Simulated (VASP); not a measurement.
Here is a VASP 6.6.1 calculation.

INCAR

```
SYSTEM = SnO2
ALGO = Normal ; EDIFF = 1E-6
ENCUT = 520 ; GGA = PE
ISIF = 2 ; ISMEAR = -1
LASPH = .True. ; LCHARG = .False.
LREAL = Auto ; LWAVE = .False.
NBANDS = 93 ; NELM = 60
PREC = Accurate ; SIGMA = 0.1034
```

File KPOINTS:

```
Automatic mesh
0
Gamma
  2 2 2
  0.5 0.5 0.5
```

Contents of POSCAR:

```
SnO2
1.0
    0.0000000000     -4.9198970000      3.3091830000
   -4.9198970000      0.0000000000      3.3091830000
   -4.9198970000     -4.9198970000     -3.3091830000
Sn O
6 12
Direct
    0.3020332618      0.3763464030      0.6779037165
    0.6584035817      0.6683546030      0.3272235564
    0.0077461324      0.0090477857     -0.0016888918
    0.3223210580      0.3388957952      0.1798817321
    0.6501762829      0.6579217703      0.8584719672
    0.9630322824      1.0360951941      0.5154265146
    0.2062935123      0.2555573485      0.4806987154
    0.5554753017      0.5604892278      0.1495081563
    0.8610943836      0.9181543180      0.7985301980
    0.0248086629      0.6480822803      0.1517058047
    0.3628291851      0.9710805367      0.8269906424
    0.6580827432      0.3132041817      0.5275502080
    0.1149071100      0.0720927990      0.2349957437
    0.4482434653      0.4230598080      0.8738567737
    0.7566313588      0.7694584566      0.5489957712
    0.6059055203      0.0210841308      0.1879891486
    0.9875258982      0.3655325922      0.8676413950
    0.2958732971      0.7160914439      0.5023171935
```

Potentials or basis: VASP PAW PBE potentials, release 64 (Sn_d, O).

Launch:

```console
$ cat potpaw_PBE.64/Sn_d/POTCAR potpaw_PBE.64/O/POTCAR > POTCAR
$ mpirun -np 1 vasp_std > vasp.out
```

Question: Predict the band gap on the k mesh.

Answer: 1.41 eV, direct.

Question: Estimate the largest force.

Answer: 3.712 eV/Å.

Question: What does it give for the pressure?

Answer: -6.8 GPa.

Stress tensor (GPa, compression positive):
```
-6.33 -0.13 -0.16
-0.13 -5.66  0.13
-0.16  0.13 -8.42
```

Caveat: the k points lie up to 0.57 Å⁻¹ apart; spin-orbit coupling is left out, which moves the levels of the heavy elements; forces of over 1 eV/Å act on the atoms, so gaps and moduli don't describe the material at rest. A k mesh can miss the band edges.
